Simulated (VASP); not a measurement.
# TiN (Osbornite): single point with r2SCAN

TiN (Osbornite):

```
CELL_PARAMETERS angstrom
0.00000 2.11900 2.11900
2.11900 0.00000 2.11900
2.11900 2.11900 0.00000
ATOMIC_POSITIONS crystal
Ti 0.00000 0.00000 0.00000
N 0.50000 0.50000 0.50000
```

```json
{
 "Program": "VASP 6.6.1",
 "Task": "single point",
 "Functional": "r2SCAN",
 "Potentials or basis": "VASP PAW PBE potentials, release 64 (Ti_sv, N)",
 "Cutoff": "520 eV",
 "k mesh": "12 × 12 × 12",
 "Occupations": "fermi-dirac, width 0.1 eV",
 "Spin": "no spin polarisation"
}
```

```json
{"Pressure": "0.5 GPa"}
```

Levels at points of the mesh, in eV from the Fermi level:
```csv
k point,band 5,band 6,band 7,band 8,band 9,band 10,band 11,band 12,band 13,band 14
"(0.00, 0.00, 0.00)",-18.25,-2.36,-2.36,-2.36,-0.59,-0.59,-0.59,0.61,0.61,5.91
"(0.50, 0.00, 0.00)",-15.80,-8.50,-5.90,-5.90,1.76,1.76,2.47,5.97,5.97,6.49
"(0.50, 0.50, 0.00)",-16.89,-6.25,-3.59,-3.59,-3.08,1.69,2.47,2.47,3.74,11.22
```

Wall time 80 s on 1 thread of Intel(R) Xeon(R) Platinum 8488C (Sapphire Rapids), with other jobs on the host, peak memory 0.15 GiB.

Caveat: the PAW data sets were made with another functional, which shifts forces and pressure a little.
